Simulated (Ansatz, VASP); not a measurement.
One calculation of B4N3, two programs

INCAR

```
SYSTEM = B4N3
ALGO = Normal
EDIFF = 1E-7
EDIFFG = -0.08
ENCUT = 600
GGA = PE
GGA_COMPAT = .False.
IBRION = 2
ISIF = 3
ISMEAR = 0
LASPH = .True.
LCHARG = .False.
LREAL = .False.
LWAVE = .False.
NELM = 120
NELMIN = 4
NSW = 36
PREC = Accurate
SIGMA = 0.2
```

File KPOINTS:

```
k-points
0
Gamma
  5 5 3
  0 0 0
```

Contents of POSCAR:

```
B4N3
1.0
    3.9010636000      0.0000000000      0.0000000000
   -1.9505318000      3.3784201800      0.0000000000
    0.0000000000      0.0000000000      5.6483846300
B N
4 3
Direct
    0.0000000000      0.0000000000      0.0000000000
    0.3333333300      0.6666666700      0.5000000000
    0.6666666700      0.3333333300      0.5000000000
    0.0000000000      0.0000000000      0.5000000000
    0.5000000000      0.0000000000      0.5000000000
    0.0000000000      0.5000000000      0.5000000000
    0.5000000000      0.5000000000      0.5000000000
```

Input for Ansatz:

```yaml
crystal:
  lattice:
    - [3.9010636, 0.0, 0.0]
    - [-1.9505318, 3.37842018, 0.0]
    - [0.0, 0.0, 5.64838463]
  atoms:
    - { symbol: B, position: [0.0, 0.0, 0.0] }
    - { symbol: B, position: [0.33333333, 0.66666667, 0.5] }
    - { symbol: B, position: [0.66666667, 0.33333333, 0.5] }
    - { symbol: B, position: [0.0, 0.0, 0.5] }
    - { symbol: "N", position: [0.5, 0.0, 0.5] }
    - { symbol: "N", position: [0.0, 0.5, 0.5] }
    - { symbol: "N", position: [0.5, 0.5, 0.5] }
basis:
  ecutwfc: 420
kpoints:
  mp_grid: { grid: [5, 5, 3] }
hamiltonian:
  xc: pbe
scf:
  occupations: { method: gaussian, width: 0.2 }
  lower_state_search: "off"
output:
  forces: true
  stress: true
  eigenvalues: true
relax:
  adjacent_minimum: "off"
  f_tol: 0.08
  max_steps: 16
  cell: { stress_tol: 0.8 }
```

Alike in both runs: task relaxation of cell and atoms; functional PBE; k mesh 5 × 5 × 3; occupations gaussian, width 0.2 eV; no spin polarisation.

```csv
,VASP,Ansatz
version,VASP 6.6.1,Ansatz 0.2.0
potentials or method,"VASP PAW PBE potentials, release 64 (B, N), cutoff 600 eV","scalar-relativistic, plane waves, PAW"
valence electrons in the cell,27,27
```

Ansatz gave:

```
gap on the k mesh at the Fermi level, each at its own relaxed structure (eV) : none
relaxed volume (Å³/atom)                                                     : 9.59
relaxed length of the cell vector where the two differ most in proportion (Å)              : 4.900
```

What did VASP give for the same quantities?

gap on the k mesh at the Fermi level, each at its own relaxed structure (eV): none; relaxed volume (Å³/atom): 9.55; relaxed length of the cell vector where the two differ most in proportion (Å): 4.886.

A gap of «none» marks a metal or a gap that the smearing closes.

The k mesh is coarse, so the values compare programs but aren't converged.
